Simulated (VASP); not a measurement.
Here is a VASP 6.6.1 calculation.

INCAR

```
SYSTEM = ZrB2
ALGO = Normal
EDIFF = 1E-6
ENCUT = 520
GGA = PE
ISIF = 2
ISMEAR = -1
LASPH = .TRUE.
LCHARG = .FALSE.
LREAL = .FALSE.
LWAVE = .FALSE.
NBANDS = 16
NELM = 60
PREC = Accurate
SIGMA = 0.05
```

File KPOINTS:

```
k-points
0
G
  12 12 9
  0 0 0
```

File POSCAR:

```
ZrB2
1.0
    3.1755148523      0.0000000000      0.0000000000
   -1.5877574262      2.7500765323      0.0000000000
    0.0000000000      0.0000000000      3.5316944381
Zr B
1 2
Direct
    0.0000000000      0.0000000000      0.0000000000
    0.3333333333      0.6666666667      0.5000000000
    0.6666666667      0.3333333333      0.5000000000
```

Potentials or basis: VASP PAW PBE potentials, release 64 (Zr_sv, B).

Launch:

```console
$ cat potpaw_PBE.64/Zr_sv/POTCAR potpaw_PBE.64/B/POTCAR > POTCAR
$ mpirun -np 1 vasp_std > vasp.out
```

**Question.** Predict the band gap on the k mesh.

**Answer.** Zero (band 9 reaches 11.24 eV, above the bottom of band 10 at 9.96 eV).

**Question.** What does it give for the pressure?

**Answer.** 0.1 GPa.

Stress tensor (GPa, compression positive):
```
-0.45  0.00  0.00
 0.00 -0.45  0.00
 0.00  0.00  1.25
```
